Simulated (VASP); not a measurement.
# Ag (Im-3m) in VASP: notebook

Runs on Ag. Level: PBEsol. Tasks: single point.

Everything below comes from runs of VASP 6.6.1. Logs are shortened: lines on timing, memory, paths and dates and some standing lists are left out, and cuts for length are marked.

## 1. The cell of the first run

Symmetry: Im-3m, No. 229, cubic system. The conventional cell has a = 2.560 Å, b = 2.560 Å, c = 2.560 Å, α = 90.00°, β = 90.00°, γ = 90.00°. Ag (site symmetry m-3m) has 14 Ag at 2.22 to 2.56 Å within 2.9 Å.

## 2. Single point, PBEsol (volume scaled by 0.5)

The input, INCAR:

```
SYSTEM = Ag
PREC     = Accurate       ! precision mode
ENCUT    = 520            ! plane-wave cutoff, eV
EDIFF    = 1E-6           ! SCF threshold, eV
ISMEAR   = -1             ! smearing method
SIGMA    = 0.08           ! smearing width, eV
LREAL    = .False.        ! projectors in reciprocal space
LASPH    = .True.         ! aspherical terms in the spheres
NELM     = 100            ! most SCF steps
ALGO     = Normal         ! electronic algorithm
ISIF     = 2              ! what is computed and relaxed
LWAVE    = .False.        ! write WAVECAR
LCHARG   = .False.        ! write CHGCAR
GGA      = PS             ! functional
NBANDS   = 12             ! bands
```

The input, KPOINTS:

```
Automatic mesh
0
Gamma
  18 18 18
  0 0 0
```

The input, POSCAR:

```
Ag
1.0
   -1.2800128809      1.2800128809      1.2800128809
    1.2800128809     -1.2800128809      1.2800128809
    1.2800128809      1.2800128809     -1.2800128809
Ag
1
Direct
    0.0000000000      0.0000000000      0.0000000000
```

Potentials or basis: VASP PAW PBE potentials, release 64 (Ag).

Run with:

```
$ cat potpaw_PBE.64/Ag/POTCAR > POTCAR
$ mpirun -np 1 vasp_std > vasp.out
```

OUTCAR:

```text
SYSTEM = Ag
   PREC = Accurate
   ENCUT = 520
   EDIFF = 1E-6
   ISMEAR = -1
   LREAL = .False.
   LASPH = .True.
   NELM = 100
   ISIF = 2
   GGA = PS

 ion  position               nearest neighbor table
   1  0.000  0.000  0.000-

  LATTYP: Found a body centered cubic cell.
 ALAT       =     2.5600257618

  Lattice vectors:

 A1 = (  -1.2800128809,   1.2800128809,   1.2800128809)
 A2 = (   1.2800128809,  -1.2800128809,   1.2800128809)
 A3 = (   1.2800128809,   1.2800128809,  -1.2800128809)

Analysis of symmetry for initial positions (statically):
=====================================================================
 Subroutine PRICEL returns:
 Original cell was already a primitive cell.

 Routine SETGRP: Setting up the symmetry group for a
 body centered cubic supercell.

 Subroutine GETGRP returns: Found 48 space group operations
 (whereof 48 operations were pure point group operations)
 out of a pool of 48 trial point group operations.

The static configuration has the point symmetry O_h .

Analysis of symmetry for dynamics (positions and initial velocities):
=====================================================================
 Subroutine PRICEL returns:
 Original cell was already a primitive cell.

 Routine SETGRP: Setting up the symmetry group for a
 body centered cubic supercell.

 Subroutine GETGRP returns: Found 48 space group operations
 (whereof 48 operations were pure point group operations)
 out of a pool of 48 trial point group operations.

The dynamic configuration has the point symmetry O_h .

 Subroutine INISYM returns: Found 48 space group operations
 (whereof 48 operations are pure point group operations),
 and found     1 'primitive' translations

----------------------------------------------------------------------------------------

                                     Primitive cell

  volume of cell :       8.3889

  direct lattice vectors                    reciprocal lattice vectors
    -1.280012881  1.280012881  1.280012881     0.000000000  0.390621069  0.390621069
     1.280012881 -1.280012881  1.280012881     0.390621069  0.000000000  0.390621069
     1.280012881  1.280012881 -1.280012881     0.390621069  0.390621069  0.000000000

  length of vectors
     2.217047344  2.217047344  2.217047344     0.552421614  0.552421614  0.552421614

  position of ions in fractional coordinates (direct lattice)
     0.000000000  0.000000000  0.000000000

  ion indices of the primitive-cell ions
   primitive index   ion index
                 1           1

----------------------------------------------------------------------------------------

 KPOINTS: Automatic mesh

Automatic generation of k-mesh.
 Grid dimensions read from file:
 generate k-points for:   18   18   18

 Generating k-lattice:

  Cartesian coordinates                     Fractional coordinates (reciprocal lattice)
     0.000000000  0.021701171  0.021701171     0.055555556  0.000000000  0.000000000
     0.021701171  0.000000000  0.021701171     0.000000000  0.055555556  0.000000000
     0.021701171  0.021701171  0.000000000     0.000000000  0.000000000  0.055555556

  Length of vectors
     0.030690090  0.030690090  0.030690090

  Shift w.r.t. Gamma in fractional coordinates (k-lattice)
     0.000000000  0.000000000  0.000000000

 Subroutine IBZKPT returns following result:
 ===========================================

 Found    195 irreducible k-points:

 Following reciprocal coordinates:
            Coordinates               Weight
  0.000000  0.000000  0.000000      1.000000
  0.055556  0.000000  0.000000     12.000000
  0.111111  0.000000  0.000000     12.000000
  0.166667  0.000000  0.000000     12.000000
  0.222222  0.000000  0.000000     12.000000
  0.277778  0.000000  0.000000     12.000000
[... 16 lines left out ...]
  0.333333  0.111111  0.000000     48.000000
  0.388889  0.111111 -0.000000     48.000000
 [... further k-points ...]
   k-points           NKPTS =    195   k-points in BZ     NKDIM =    195   number of bands    NBANDS=     12
   number of dos      NEDOS =    301   number of ions     NIONS =      1
   total plane-waves  NPLWV =   4096
   dimension x,y,z NGX =    16 NGY =   16 NGZ =   16
   dimension x,y,z NGXF=    32 NGYF=   32 NGZF=   32
   ions per type =               1
   NGX,Y,Z   is equivalent  to a cutoff of  12.00, 12.00, 12.00 a.u.
   NGXF,Y,Z  is equivalent  to a cutoff of  24.00, 24.00, 24.00 a.u.
 SYSTEM =  Ag
   PREC   = accura    normal or accurate (medium, high low for compatibility)
   ISTART =      0    job   : 0-new  1-cont  2-samecut
   ICHARG =      2    charge: 1-file 2-atom 10-const
   ISPIN  =      1    spin polarized calculation?
   LNONCOLLINEAR =      F non collinear calculations
   LSORBIT =      F    spin-orbit coupling
   LASPH  =      T    aspherical Exc in radial PAW
   ENCUT  =  520.0 eV  38.22 Ry    6.18 a.u.   4.12  4.12  4.12*2*pi/ulx,y,z
   NELM   =    100;   NELMIN=  2; NELMDL= -5     # of ELM steps
   EDIFF  = 0.1E-05   stopping-criterion for ELM
   LREAL  =      F    real-space projection
[... 7 lines left out ...]
   TEBEG  =    0.0;   TEEND  =   0.0 temperature during run
   PSTRESS=    0.0 pullay stress
   NELECT =      11.0000    total number of electrons
   NUPDOWN=      -1.0000    fix difference up-down
   EMIN   =  10.00;   EMAX   =-10.00  energy-range for DOS
   EFERMI =   0.00;   METHOD = LEGACY
   ISMEAR =    -1;   SIGMA  =   0.08  broadening in eV -4-tet -1-fermi 0-gaus
   EFERMI_NEDOS =   21; number of points for ismear=-14 and -15
   IALGO  =     38    algorithm
   IMIX   =      4    mixing-type and parameters
     AMIX     =   0.40;   BMIX     =  1.00
     AMIX_MAG =   1.60;   BMIX_MAG =  1.00
  volume/ion in A,a.u.               =       8.39        56.61
  Fermi-wavevector in a.u.,A,eV,Ry     =   1.791863  3.386129 43.685203  3.210772
  Thomas-Fermi vector in A             =   2.854344
   LORBIT       =      0    0 simple, 1 ext, 2 COOP (PROOUT), +10 PAW based schemes
   GGA     = PS    functional components
   LHFCALC =     F    Hartree Fock is set to
   AEXX    =    0.0000 exact exchange contribution
   IVDW    =     0    specifies the selected vdW correction
   LEPSILON=     F    determine dielectric tensor
   LRPA    =     F    only Hartree local field effects (RPA)
 non-spin polarized calculation
  energy-cutoff  :      520.00
  volume of cell :        8.39
 maximum number of plane-waves:       236
   NGX =  9   NGY =  9   NGZ =  9

 number of electron      10.9999995 magnetization

 Free energy of the ion-electron system (eV)
  ---------------------------------------------------
  ext. energy  EPLUGINS =         0.00000000
  ---------------------------------------------------
  free energy    TOTEN  =         3.51168015 eV

  energy without entropy =        3.51448919  energy(sigma->0) =        3.51308467

 E-fermi :  24.3586     XC(G=0): -17.1469

 val. band max:       24.2446157863   @ k =  -0.3333   0.3333   0.2778
 cond. band min:      24.3691206822   @ k =   0.3333   0.1111   0.0556
 fundamental gap:      0.1245048959
 Fermi energy:        24.3585917782

 k-point     1 :       0.0000    0.0000    0.0000
  band No.  band energies     occupation
      1       8.6240      2.00000
      2      13.6058      2.00000
      3      13.6058      2.00000
      4      13.6058      2.00000
      5      17.6226      2.00000
      6      17.6226      2.00000
      7      41.1255      0.00000
      8      41.1255      0.00000
      9      41.1255      0.00000
     10      56.7749      0.00000
     11      57.4049      0.00000
     12      57.4049      0.00000

 k-point     2 :       0.0556    0.0000    0.0000
  band No.  band energies     occupation
      1       8.8209      2.00000
      2      13.5128      2.00000
      3      13.6053      2.00000
      4      13.7804      2.00000
      5      17.4948      2.00000
      6      17.6278      2.00000
      7      41.2477      0.00000
      8      41.3992      0.00000
      9      41.4404      0.00000
     10      56.0508      0.00000
     11      56.7045      0.00000
     12      57.1606      0.00000

 k-point     3 :       0.1111    0.0000    0.0000
  band No.  band energies     occupation
      1       9.3662      2.00000
      2      13.2522      2.00000
      3      13.6062      2.00000
      4      14.2954      2.00000
      5      17.2016      2.00000
      6      17.6477      2.00000
      7      41.5186      0.00000
      8      42.0424      0.00000
      9      42.3620      0.00000
     10      53.8423      0.00000
     11      56.0077      0.00000
     12      57.0338      0.00000
[... 286 lines left out ...]
 k-point    23 :       0.3333    0.1111    0.0000
  band No.  band energies     occupation
      1      10.0416      2.00000
      2      11.4809      2.00000
      3      16.2767      2.00000
      4      17.4212      2.00000
      5      18.8170      2.00000
      6      22.5028      2.00000
      7      36.6521      0.00000
      8      38.3562      0.00000
      9      45.5815      0.00000
     10      51.0985      0.00000
     11      54.4243      0.00000
     12      56.4010      0.00000

 k-point    24 :       0.3889    0.1111   -0.0000
  band No.  band energies     occupation
      1       9.7560      2.00000
      2      11.3114      2.00000
      3      16.8355      2.00000
      4      17.5708      2.00000
      5      19.4018      2.00000
      6      23.9761      1.98337
      7      34.8789      0.00000
      8      37.6270      0.00000
      9      44.3533      0.00000
     10      52.2826      0.00000
     11      53.9989      0.00000
     12      56.4286      0.00000

 [... further k-points ...]

------------------------ aborting loop because EDIFF is reached ----------------------------------------

  FORCE on cell =-STRESS in cart. coord.  units (eV):
  Direction    XX          YY          ZZ          XY          YZ          ZX
  --------------------------------------------------------------------------------------
  -------------------------------------------------------------------------------------
  Total       27.8334802     27.8334802     27.8334802     -0.0000000      0.0000000     -0.0000000
  in kB     5315.8789640   5315.8789640   5315.8789640     -0.0000000      0.0000000     -0.0000000
  external PRESSURE =    5315.8789640 kB  Pullay stress =       0.0000000 kB

 VOLUME and BASIS-vectors are now :
 -----------------------------------------------------------------------------
  energy-cutoff  :      520.00
  volume of cell :        8.39
      direct lattice vectors                 reciprocal lattice vectors
    -1.280012881  1.280012881  1.280012881     0.000000000  0.390621069  0.390621069
     1.280012881 -1.280012881  1.280012881     0.390621069  0.000000000  0.390621069
     1.280012881  1.280012881 -1.280012881     0.390621069  0.390621069  0.000000000

 POSITION                                       TOTAL-FORCE (eV/Angst)
 -----------------------------------------------------------------------------------
      0.00000      0.00000      0.00000         0.000000      0.000000      0.000000
 -----------------------------------------------------------------------------------
    total drift:                                0.000000      0.000000     -0.000000

  FREE ENERGIE OF THE ION-ELECTRON SYSTEM (eV)
  ---------------------------------------------------
  free  energy   TOTEN  =         3.5116801478 eV

  energy  without entropy=        3.5144891929  energy(sigma->0) =        3.51308467
```

It took 31 s on 1 thread of AMD EPYC 7R13, shared host; peak memory 0.1 GiB.

What came out:

| Item | Value |
| --- | --- |
| Free energy | 3.5117 eV |
| Pressure | 531.6 GPa |

Levels at points of the mesh, in eV from the Fermi level:
| k point | band 2 | band 3 | band 4 | band 5 | band 6 | band 7 | band 8 | band 9 |
| --- | --- | --- | --- | --- | --- | --- | --- | --- |
| (0.00, 0.00, 0.00) | -10.75 | -10.75 | -10.75 | -6.74 | -6.74 | 16.77 | 16.77 | 16.77 |
| (0.50, 0.00, 0.00) | -13.31 | -6.68 | -6.04 | -3.01 | -2.97 | 10.03 | 12.45 | 20.90 |
| (0.50, 0.50, 0.50) | -15.77 | -3.94 | -3.94 | -3.94 | 8.28 | 8.28 | 8.28 | 22.43 |

Caveat: the PAW data sets were made with another functional, which shifts forces and pressure a little.

## 3. Single point, PBEsol (volume scaled by 0.5)

The input, INCAR:

```
ALGO = Normal
EDIFF = 1E-6
ENCUT = 520
GGA = PS
ISIF = 2
ISMEAR = -1
LASPH = True
LCHARG = False
LREAL = False
LWAVE = False
NBANDS = 12
NELM = 60
PREC = Accurate
SIGMA = 0.08
```

The input, KPOINTS:

```
k-points
0
Gamma
  18 18 18
```

POSCAR is that of step 2.

Potentials or basis: VASP PAW PBE potentials, release 64 (Ag).

Run with:

```
$ cat potpaw_PBE.64/Ag/POTCAR > POTCAR
$ mpirun -np 1 vasp_std > vasp.out
```

Run time: 31 s. Hardware: 1 thread of AMD EPYC 7R13, shared host; peak memory 0.1 GiB.

Results (log left out):

```
Free energy : 3.5117 eV
Pressure    : 531.6 GPa
```

Levels at points of the mesh, in eV from the Fermi level:
```csv
k point,band 3,band 4,band 5,band 6,band 7,band 8
"(0.00, 0.00, 0.00)",-10.75,-10.75,-6.74,-6.74,16.77,16.77
"(0.50, 0.00, 0.00)",-6.68,-6.04,-3.01,-2.97,10.03,12.45
"(0.50, 0.50, 0.50)",-3.94,-3.94,-3.94,8.28,8.28,8.28
```

Caveat: the PAW data sets were made with another functional, which shifts forces and pressure a little.

[end of part 1 of 2]
